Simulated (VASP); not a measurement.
# Cu2Ge (P6/mmm) in VASP: notebook

The runs below take Cu2Ge through single point, relaxation of cell and atoms, with PBE.

Program: VASP 6.6.1. These are calculated values, not measurements. Logs are shortened: lines on timing, memory, paths and dates and some standing lists are left out, and cuts for length are marked.

## 1. The cell of the first run

Symmetry: P6/mmm, No. 191, hexagonal system. The conventional cell has a = 3.993 Å, b = 3.993 Å, c = 7.484 Å, α = 90.00°, β = 90.00°, γ = 120.00°. Within 2.3 Å of Cu (site symmetry 6mm) lie 2 Cu at 1.73 to 1.85 Å. Within 2.5 Å of Cu (site symmetry 6mm) lie 2 Cu at 1.85 to 2.04 Å. Within 3.0 Å of Ge (site symmetry -6m2) lie 3 Ge at 2.31 Å and 6 Cu at 2.46 Å.

## 2. Single point, PBE

The input, INCAR:

```
  PREC = Accurate
  ENCUT = 520
  EDIFF = 1E-6
  ISMEAR = 0
  SIGMA = 0.1
  LREAL = False
  LASPH = True
  NELM = 80
  ALGO = Normal
  ISIF = 2
  LWAVE = False
  LCHARG = False
  GGA = PE
  NBANDS = 45
```

The input, KPOINTS:

```
Automatic mesh
0
Gamma
  6 6 2
```

The input, POSCAR:

```
Cu2Ge
1.0
    3.9927154700      0.0000000000      0.0000000000
   -1.9963577300      3.4577930200      0.0000000000
    0.0000000000      0.0000000000      7.4838456200
Cu Ge
4 2
Direct
    0.0000000000      0.0000000000      0.6159096000
    0.0000000000      0.0000000000      0.3840904000
    0.0000000000      0.0000000000      0.1364932300
    0.0000000000      0.0000000000      0.8635067700
    0.3333333300      0.6666666700      0.5000000000
    0.6666666700      0.3333333300      0.5000000000
```

Potentials or basis: VASP PAW PBE potentials, release 64 (Cu, Ge_d).

Command:

```bash
$ cat potpaw_PBE.64/Cu/POTCAR potpaw_PBE.64/Ge_d/POTCAR > POTCAR
$ mpirun -np 1 vasp_std > vasp.out
```

OUTCAR:

```text
PREC = Accurate
   ENCUT = 520
   EDIFF = 1E-6
   ISMEAR = 0
   LREAL = False
   LASPH = True
   NELM = 80
   ISIF = 2
   GGA = PE

 ion  position               nearest neighbor table
   1  0.000  0.000  0.616-   2 1.73   4 1.85   5 2.46   6 2.46   5 2.46   6 2.46   6 2.46   5 2.46

   2  0.000  0.000  0.384-   1 1.73   3 1.85   5 2.46   6 2.46   5 2.46   6 2.46   6 2.46   5 2.46

   3  0.000  0.000  0.136-   2 1.85   4 2.04
   4  0.000  0.000  0.864-   1 1.85   3 2.04
   5  0.333  0.667  0.500-   6 2.31   6 2.31   6 2.31   1 2.46   2 2.46   2 2.46   1 2.46   2 2.46
                             1 2.46
   6  0.667  0.333  0.500-   5 2.31   5 2.31   5 2.31   1 2.46   2 2.46   1 2.46   2 2.46   1 2.46
                             2 2.46

  LATTYP: Found a hexagonal cell.
 ALAT       =     3.9927154700
 C/A-ratio  =     1.8743748900

  Lattice vectors:

 A1 = (   3.9927154700,   0.0000000000,   0.0000000000)
 A2 = (  -1.9963577300,   3.4577930200,   0.0000000000)
 A3 = (   0.0000000000,   0.0000000000,   7.4838456200)

Analysis of symmetry for initial positions (statically):
=====================================================================
 Subroutine PRICEL returns:
 Original cell was already a primitive cell.

 Routine SETGRP: Setting up the symmetry group for a
 hexagonal supercell.

 Subroutine GETGRP returns: Found 24 space group operations
 (whereof 24 operations were pure point group operations)
 out of a pool of 24 trial point group operations.

The static configuration has the point symmetry D_6h.

Analysis of symmetry for dynamics (positions and initial velocities):
=====================================================================
 Subroutine PRICEL returns:
 Original cell was already a primitive cell.

 Routine SETGRP: Setting up the symmetry group for a
 hexagonal supercell.

 Subroutine GETGRP returns: Found 24 space group operations
 (whereof 24 operations were pure point group operations)
 out of a pool of 24 trial point group operations.

The dynamic configuration has the point symmetry D_6h.

 Subroutine INISYM returns: Found 24 space group operations
 (whereof 24 operations are pure point group operations),
 and found     1 'primitive' translations

----------------------------------------------------------------------------------------

                                     Primitive cell

  volume of cell :     103.3219

  direct lattice vectors                    reciprocal lattice vectors
     3.992715470  0.000000000  0.000000000     0.250456114  0.144600905  0.000000000
    -1.996357730  3.457793020  0.000000000     0.000000000  0.289201810  0.000000000
     0.000000000  0.000000000  7.483845620     0.000000000  0.000000000  0.133621142

  length of vectors
     3.992715470  3.992715461  7.483845620     0.289201809  0.289201810  0.133621142

  position of ions in fractional coordinates (direct lattice)
     0.000000000  0.000000000  0.615909600
     0.000000000  0.000000000  0.384090400
     0.000000000  0.000000000  0.136493230
     0.000000000  0.000000000  0.863506770
     0.333333330  0.666666670  0.500000000
     0.666666670  0.333333330  0.500000000

  ion indices of the primitive-cell ions
   primitive index   ion index
                 1           1
                 2           2
                 3           3
                 4           4
                 5           5
                 6           6

----------------------------------------------------------------------------------------

 KPOINTS: Automatic mesh

Automatic generation of k-mesh.
 Grid dimensions read from file:
 generate k-points for:    6    6    2

 Generating k-lattice:

  Cartesian coordinates                     Fractional coordinates (reciprocal lattice)
     0.041742686  0.024100151  0.000000000     0.166666667  0.000000000  0.000000000
     0.000000000  0.048200302  0.000000000     0.000000000  0.166666667  0.000000000
     0.000000000  0.000000000  0.066810571     0.000000000  0.000000000  0.500000000

  Length of vectors
     0.048200302  0.048200302  0.066810571

  Shift w.r.t. Gamma in fractional coordinates (k-lattice)
     0.000000000  0.000000000  0.000000000

 Subroutine IBZKPT returns following result:
 ===========================================

 Found     14 irreducible k-points:

 Following reciprocal coordinates:
            Coordinates               Weight
  0.000000  0.000000  0.000000      1.000000
  0.166667  0.000000  0.000000      6.000000
  0.333333  0.000000  0.000000      6.000000
  0.500000 -0.000000  0.000000      3.000000
  0.166667  0.166667  0.000000      6.000000
  0.333333  0.166667  0.000000     12.000000
  0.333333  0.333333  0.000000      2.000000
  0.000000  0.000000  0.500000      1.000000
  0.166667  0.000000  0.500000      6.000000
  0.333333  0.000000  0.500000      6.000000
  0.500000 -0.000000  0.500000      3.000000
  0.166667  0.166667  0.500000      6.000000
  0.333333  0.166667  0.500000     12.000000
  0.333333  0.333333  0.500000      2.000000
   k-points           NKPTS =     14   k-points in BZ     NKDIM =     14   number of bands    NBANDS=     45
   number of dos      NEDOS =    301   number of ions     NIONS =      6
   total plane-waves  NPLWV =  50400
   dimension x,y,z NGX =    30 NGY =   30 NGZ =   56
   dimension x,y,z NGXF=    60 NGYF=   60 NGZF=  112
   ions per type =               4   2
   NGX,Y,Z   is equivalent  to a cutoff of  12.49, 12.49, 12.44 a.u.
   NGXF,Y,Z  is equivalent  to a cutoff of  24.98, 24.98, 24.88 a.u.
 SYSTEM =  unknown system
   PREC   = accura    normal or accurate (medium, high low for compatibility)
   ISTART =      0    job   : 0-new  1-cont  2-samecut
   ICHARG =      2    charge: 1-file 2-atom 10-const
   ISPIN  =      1    spin polarized calculation?
   LNONCOLLINEAR =      F non collinear calculations
   LSORBIT =      F    spin-orbit coupling
   LASPH  =      T    aspherical Exc in radial PAW
   ENCUT  =  520.0 eV  38.22 Ry    6.18 a.u.   7.42  7.42 13.91*2*pi/ulx,y,z
   NELM   =     80;   NELMIN=  2; NELMDL= -5     # of ELM steps
   EDIFF  = 0.1E-05   stopping-criterion for ELM
   LREAL  =      F    real-space projection
[... 7 lines left out ...]
   TEBEG  =    0.0;   TEEND  =   0.0 temperature during run
   PSTRESS=    0.0 pullay stress
   NELECT =      72.0000    total number of electrons
   NUPDOWN=      -1.0000    fix difference up-down
   EMIN   =  10.00;   EMAX   =-10.00  energy-range for DOS
   EFERMI =   0.00;   METHOD = LEGACY
   ISMEAR =     0;   SIGMA  =   0.10  broadening in eV -4-tet -1-fermi 0-gaus
   EFERMI_NEDOS =   21; number of points for ismear=-14 and -15
   IALGO  =     38    algorithm
   IMIX   =      4    mixing-type and parameters
     AMIX     =   0.40;   BMIX     =  1.00
     AMIX_MAG =   1.60;   BMIX_MAG =  1.00
  volume/ion in A,a.u.               =      17.22       116.21
  Fermi-wavevector in a.u.,A,eV,Ry     =   1.451404  2.742756 28.661668  2.106573
  Thomas-Fermi vector in A             =   2.568905
   LORBIT       =      0    0 simple, 1 ext, 2 COOP (PROOUT), +10 PAW based schemes
   GGA     = PE    functional components
   LHFCALC =     F    Hartree Fock is set to
   AEXX    =    0.0000 exact exchange contribution
   IVDW    =     0    specifies the selected vdW correction
   LEPSILON=     F    determine dielectric tensor
   LRPA    =     F    only Hartree local field effects (RPA)
 non-spin polarized calculation
 Gauss-broadening in eV      SIGMA  =   0.10
  energy-cutoff  :      520.00
  volume of cell :      103.32
 maximum number of plane-waves:      2824
 NGX is ok and might be reduce to    30
   NGX = 15   NGY = 15   NGZ = 27

 number of electron      72.0000046 magnetization

 Free energy of the ion-electron system (eV)
  ---------------------------------------------------
  ext. energy  EPLUGINS =         0.00000000
  ---------------------------------------------------
  free energy    TOTEN  =        -9.33737874 eV

  energy without entropy =       -9.32582827  energy(sigma->0) =       -9.33160351

 E-fermi :   5.2800     XC(G=0): -10.3705

 val. band max:        5.2570637303   @ k =   0.3333   0.0000   0.0000
 cond. band min:       5.3398770428   @ k =   0.0000   0.0000   0.0000
 fundamental gap:      0.0828133125
 Fermi energy:         5.2799714238

 k-point     1 :       0.0000    0.0000    0.0000
  band No.  band energies     occupation
      1     -20.6268      2.00000
      2     -20.6268      2.00000
      3     -20.6118      2.00000
      4     -20.5160      2.00000
      5     -20.5160      2.00000
      6     -20.4668      2.00000
[... 37 lines left out ...]
     44      12.2917      0.00000
     45      13.0750      0.00000

 k-point     2 :       0.1667    0.0000    0.0000
  band No.  band energies     occupation
      1     -20.6872      2.00000
      2     -20.6849      2.00000
      3     -20.6096      2.00000
      4     -20.5212      2.00000
      5     -20.5070      2.00000
      6     -20.4008      2.00000
[... 37 lines left out ...]
     44      11.4379      0.00000
     45      11.4802      0.00000

 k-point     3 :       0.3333    0.0000    0.0000
  band No.  band energies     occupation
      1     -20.7644      2.00000
      2     -20.7536      2.00000
      3     -20.5981      2.00000
      4     -20.5310      2.00000
      5     -20.4876      2.00000
      6     -20.3500      2.00000
[... 37 lines left out ...]
     44      11.4240      0.00000
     45      11.8537      0.00000

 k-point     4 :       0.5000   -0.0000    0.0000
  band No.  band energies     occupation
      1     -20.7944      2.00000
      2     -20.7794      2.00000
      3     -20.5920      2.00000
      4     -20.5356      2.00000
      5     -20.4765      2.00000
      6     -20.3632      2.00000
[... 37 lines left out ...]
     44      13.2334      0.00000
     45      13.6921      0.00000

 k-point     5 :       0.1667    0.1667    0.0000
  band No.  band energies     occupation
      1     -20.7763      2.00000
      2     -20.6971      2.00000
      3     -20.6146      2.00000
      4     -20.5319      2.00000
      5     -20.4882      2.00000
      6     -20.3481      2.00000
[... 37 lines left out ...]
     44      11.4019      0.00000
     45      12.5717      0.00000

 k-point     6 :       0.3333    0.1667    0.0000
  band No.  band energies     occupation
      1     -20.8362      2.00000
      2     -20.7144      2.00000
      3     -20.6145      2.00000
      4     -20.5431      2.00000
      5     -20.4616      2.00000
      6     -20.3755      2.00000
[... 37 lines left out ...]
     44      12.3300      0.00000
     45      13.4444      0.00000

 k-point     7 :       0.3333    0.3333    0.0000
  band No.  band energies     occupation
      1     -20.8664      2.00000
      2     -20.6599      2.00000
      3     -20.6599      2.00000
      4     -20.5514      2.00000
      5     -20.4181      2.00000
      6     -20.4181      2.00000
[... 37 lines left out ...]
     44      12.4658      0.00000
     45      12.4658      0.00000

 k-point     8 :       0.0000    0.0000    0.5000
  band No.  band energies     occupation
      1     -20.6268      2.00000
      2     -20.6268      2.00000
      3     -20.6118      2.00000
      4     -20.5160      2.00000
      5     -20.5160      2.00000
      6     -20.4668      2.00000
[... 37 lines left out ...]
     44      11.2145      0.00000
     45      14.0337      0.00000

 k-point     9 :       0.1667    0.0000    0.5000
  band No.  band energies     occupation
      1     -20.6872      2.00000
      2     -20.6849      2.00000
      3     -20.6096      2.00000
      4     -20.5212      2.00000
      5     -20.5070      2.00000
      6     -20.4008      2.00000
[... 37 lines left out ...]
     44      11.4923      0.00000
     45      13.6007      0.00000

 k-point    10 :       0.3333    0.0000    0.5000
  band No.  band energies     occupation
      1     -20.7644      2.00000
      2     -20.7536      2.00000
      3     -20.5981      2.00000
      4     -20.5310      2.00000
      5     -20.4876      2.00000
      6     -20.3500      2.00000
[... 37 lines left out ...]
     44      10.6979      0.00000
     45      13.6412      0.00000

 k-point    11 :       0.5000   -0.0000    0.5000
  band No.  band energies     occupation
      1     -20.7944      2.00000
      2     -20.7793      2.00000
      3     -20.5920      2.00000
      4     -20.5356      2.00000
      5     -20.4765      2.00000
      6     -20.3632      2.00000
[... 37 lines left out ...]
     44      13.3190      0.00000
     45      13.4463      0.00000

 k-point    12 :       0.1667    0.1667    0.5000
  band No.  band energies     occupation
      1     -20.7763      2.00000
      2     -20.6971      2.00000
      3     -20.6146      2.00000
      4     -20.5319      2.00000
      5     -20.4882      2.00000
      6     -20.3481      2.00000
[... 37 lines left out ...]
     44      11.6454      0.00000
     45      13.3764      0.00000

 k-point    13 :       0.3333    0.1667    0.5000
  band No.  band energies     occupation
      1     -20.8362      2.00000
      2     -20.7144      2.00000
      3     -20.6145      2.00000
      4     -20.5431      2.00000
      5     -20.4616      2.00000
      6     -20.3755      2.00000
[... 37 lines left out ...]
     44      11.7205      0.00000
     45      13.2045      0.00000

 k-point    14 :       0.3333    0.3333    0.5000
  band No.  band energies     occupation
      1     -20.8664      2.00000
      2     -20.6599      2.00000
      3     -20.6599      2.00000
      4     -20.5514      2.00000
      5     -20.4181      2.00000
      6     -20.4181      2.00000
[... 37 lines left out ...]
     44      10.1117      0.00000
     45      10.1117      0.00000

------------------------ aborting loop because EDIFF is reached ----------------------------------------

  FORCE on cell =-STRESS in cart. coord.  units (eV):
  Direction    XX          YY          ZZ          XY          YZ          ZX
  --------------------------------------------------------------------------------------
  -------------------------------------------------------------------------------------
  Total       17.8083825     17.8083824     71.8662699      0.0000000      0.0000000      0.0000000
  in kB      276.1486230    276.1486219   1114.4061777      0.0000004      0.0000000      0.0000000
  external PRESSURE =     555.5678075 kB  Pullay stress =       0.0000000 kB

 VOLUME and BASIS-vectors are now :
 -----------------------------------------------------------------------------
  energy-cutoff  :      520.00
  volume of cell :      103.32
      direct lattice vectors                 reciprocal lattice vectors
     3.992715470  0.000000000  0.000000000     0.250456114  0.144600905  0.000000000
    -1.996357730  3.457793020  0.000000000     0.000000000  0.289201810  0.000000000
     0.000000000  0.000000000  7.483845620     0.000000000  0.000000000  0.133621142

 POSITION                                       TOTAL-FORCE (eV/Angst)
 -----------------------------------------------------------------------------------
      0.00000      0.00000      4.60937         0.000000     -0.000000      9.185800
      0.00000      0.00000      2.87447         0.000000      0.000000     -9.185800
      0.00000      0.00000      1.02149         0.000000      0.000000     -5.912256
      0.00000      0.00000      6.46235         0.000000     -0.000000      5.912256
     -0.00000      2.30520      3.74192         0.000000     -0.000000     -0.000000
      1.99636      1.15260      3.74192        -0.000000      0.000000      0.000000
 -----------------------------------------------------------------------------------
    total drift:                               -0.000000      0.000000      0.000000

  FREE ENERGIE OF THE ION-ELECTRON SYSTEM (eV)
  ---------------------------------------------------
  free  energy   TOTEN  =        -9.3373787411 eV

  energy  without entropy=       -9.3258282695  energy(sigma->0) =       -9.33160351
```

Run time: 45 s. Hardware: 1 thread of AMD EPYC 9R45 (Zen 5), shared host; peak memory 0.2 GiB.

Results:

| Item | Value |
| --- | --- |
| Free energy | -9.3374 eV |
| Pressure | 55.6 GPa |
| Largest force | 9.186 eV/Å |
| Band gap on the k mesh | zero (band 36 reaches 5.70 eV, above the bottom of band 37 at 4.42 eV) |

Forces in eV/Å, atoms in the order of the input:
```
Cu   0.000  0.000  9.186
Cu   0.000  0.000 -9.186
Cu   0.000  0.000 -5.912
Cu   0.000  0.000  5.912
Ge   0.000  0.000  0.000
Ge   0.000  0.000  0.000
```

Caveat: the k points lie up to 0.42 Å⁻¹ apart; forces of over 1 eV/Å act on the atoms, so gaps and moduli don't describe the material at rest.

## 3. Single point, PBE

This run uses another cell than the first one, of 25.50 Å³/atom, 1.481 times its volume.

The input, INCAR:

```
PREC     = Accurate       # precision mode
ENCUT    = 520            # plane-wave cutoff, eV
EDIFF    = 1E-6           # SCF threshold, eV
ISMEAR   = 0              # smearing method
SIGMA    = 0.1            # smearing width, eV
LREAL    = F              # projectors in reciprocal space
LASPH    = T              # aspherical terms in the spheres
NELM     = 80             # most SCF steps
ALGO     = Fast           # electronic algorithm
ISIF     = 2              # what is computed and relaxed
LWAVE    = F              # write WAVECAR
LCHARG   = T              # write CHGCAR
GGA      = PE             # functional
LELF     = T              # ELF
LVHAR    = T            
NBANDS   = 45             # bands
```

The input, KPOINTS:

```
regular mesh
0
Gamma
  6 6 2
```

The input, POSCAR:

```
Cu2Ge
1.0
    4.3306841895     -0.0000000031      0.0000000000
   -2.1653420920      3.7504825254      0.0000000000
    0.0000000000      0.0000000000      9.4206419989
Cu Ge
4 2
Direct
    0.0000000000      0.0000000000      0.6296304936
    0.0000000000      0.0000000000      0.3703695064
    0.0000000000      0.0000000000      0.1234341222
    0.0000000000      0.0000000000      0.8765658778
    0.3333333333      0.6666666667      0.5000000000
    0.6666666667      0.3333333333      0.5000000000
```

Potentials or basis: VASP PAW PBE potentials, release 64 (Cu, Ge_d).

Command:

```bash
$ cat potpaw_PBE.64/Cu/POTCAR potpaw_PBE.64/Ge_d/POTCAR > POTCAR
$ mpirun -np 1 vasp_std > vasp.out
```

Wall time 1.8 min (1 thread of AMD EPYC 9R45 (Zen 5), shared host); peak memory 0.26 GiB.

The run converged. Its results:

```
Free energy            : -17.8404 eV
Pressure               : 0.2 GPa
Largest force          : 0.024 eV/Å
Band gap on the k mesh : zero (band 36 reaches 2.31 eV, above the bottom of band 37 at 1.16 eV)
```

Forces in eV/Å, atoms in the order of the input:
```
Cu   0.000  0.000 -0.007
Cu   0.000  0.000  0.007
Cu   0.000  0.000 -0.024
Cu   0.000  0.000  0.024
Ge   0.000  0.000  0.000
Ge   0.000  0.000  0.000
```

Stress tensor (GPa, compression positive):
```
0.06 0.00 0.00
0.00 0.06 0.00
0.00 0.00 0.35
```

Levels at points of the mesh, in eV from the Fermi level:
| k point | band 32 | band 33 | band 34 | band 35 | band 36 | band 37 | band 38 | band 39 | band 40 | band 41 |
| --- | --- | --- | --- | --- | --- | --- | --- | --- | --- | --- |
| (0.00, 0.00, 0.00) | -0.73 | -0.64 | -0.64 | -0.59 | -0.59 | 0.88 | 1.16 | 1.16 | 1.31 | 3.00 |
| (0.50, 0.00, 0.00) | -0.76 | -0.66 | -0.60 | -0.49 | -0.38 | -0.36 | 1.91 | 2.38 | 2.72 | 4.54 |
| (0.00, 0.00, 0.50) | -0.73 | -0.73 | -0.72 | -0.72 | -0.64 | -0.64 | 1.23 | 1.23 | 2.55 | 3.45 |
| (0.50, 0.00, 0.50) | -0.71 | -0.67 | -0.66 | -0.64 | -0.55 | 0.47 | 0.57 | 2.48 | 3.17 | 3.58 |

(Continued in part 2 of 2.)
